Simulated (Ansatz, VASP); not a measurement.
# Sb in VASP and in Ansatz

```
Sb
1.0
     2.98071    0.00000    0.00000
     0.00000    2.98071    0.00000
     0.00000    0.00000    2.98071
Sb
1
Direct
  0.00000 0.00000 0.00000
```

Alike in both runs: task single point; functional PBE; k mesh 14 × 14 × 14; occupations gaussian, width 0.1 eV; no spin polarisation.

```csv
,VASP,Ansatz
version,VASP 6.6.1,Ansatz 0.2.0
potentials or method,"VASP PAW PBE potentials, release 64 (Sb), cutoff 520 eV","scalar-relativistic, plane waves, PAW"
valence electrons in the cell,5,15
```

```tsv
	VASP	Ansatz	Ansatz less VASP
gap on the k mesh at the Fermi level (eV)	none	none	-
pressure (GPa)	9.2	9.1	-0.08
```

A gap of «none» marks a metal or a gap that the smearing closes. With one functional, cell and mesh, what is left measures potentials, basis and numerics. VASP's potentials hold 5 valence electrons a cell and Ansatz's 15, so a difference there can come from the potentials and not from the codes.

Spin-orbit coupling is off throughout.
